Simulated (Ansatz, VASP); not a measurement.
## CoSn2 in VASP and in Ansatz

```
Co Sn
1.0
    -3.13979    3.13979    2.69876
     3.13979   -3.13979    2.69876
     3.13979    3.13979   -2.69876
Co Sn
2 4
Direct
  0.25000 0.25000 0.00000
  0.75000 0.75000 0.00000
  0.66633 0.16633 0.83266
  0.16633 0.33367 0.50000
  0.33367 0.83367 0.16734
  0.83367 0.66633 0.50000
```

Alike in both runs: functional PBEsol; k mesh 8 × 8 × 8; occupations gaussian, width 0.1 eV; no spin polarisation.

Ansatz relaxed the structure, and its values are those at the end. VASP's run is a single point on that final structure, the one shown.

|  | VASP | Ansatz |
| --- | --- | --- |
| version | VASP 6.6.1 | Ansatz 0.2.0 |
| potentials or method | VASP PAW PBE potentials, release 64 (Co, Sn_d), cutoff 520 eV | scalar-relativistic, plane waves, PAW |
| valence electrons in the cell | 74 | 90 |

```csv
,VASP,Ansatz,Ansatz less VASP
gap on the k mesh at the Fermi level (eV),none,none,-
pressure (GPa),0.0,0.0,+0.02
```

VASP's potentials were made for PBE, not for PBEsol. A gap of «none» marks a metal or a gap that the smearing closes. VASP's potentials hold 74 valence electrons a cell and Ansatz's 90, so a difference there can come from the potentials and not from the codes.
